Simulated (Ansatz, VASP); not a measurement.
**One calculation of W, two programs**

```xyz
1
Lattice="0.0000 2.0300 2.0300 2.0300 0.0000 2.0300 2.0300 2.0300 0.0000" Properties=species:S:1:pos:R:3 pbc="T T T"
W     0.0000    0.0000    0.0000
```

Alike in both runs: task single point; functional LDA; k mesh 11 × 11 × 11; non-collinear spin, spin-orbit coupling; Hubbard terms W d U = 8.0 eV.

```csv
,VASP,Ansatz
version,VASP 6.6.1,Ansatz 0.2.0
potentials or method,"VASP PAW LDA potentials, release 64 (W_sv)",Ansatz PAW
plane-wave cutoff (eV),520,420
occupations,"methfessel-paxton of order 1, width 0.01 eV","cold, width 0.01 eV"
valence electrons in the cell,14,14
```

Ansatz gave:

- pressure (GPa): 22.4
- net moment per atom (μB): 0.00

Q: What did VASP give for the same quantities?

A: Pressure (GPa): 18.2; net moment per atom (μB): 0.00.

LDA's correlation is that of Perdew and Zunger in VASP and of Perdew and Wang (1992) in Ansatz. The programs project onto different local orbitals, so the same U acts differently, and such runs can settle in different states.
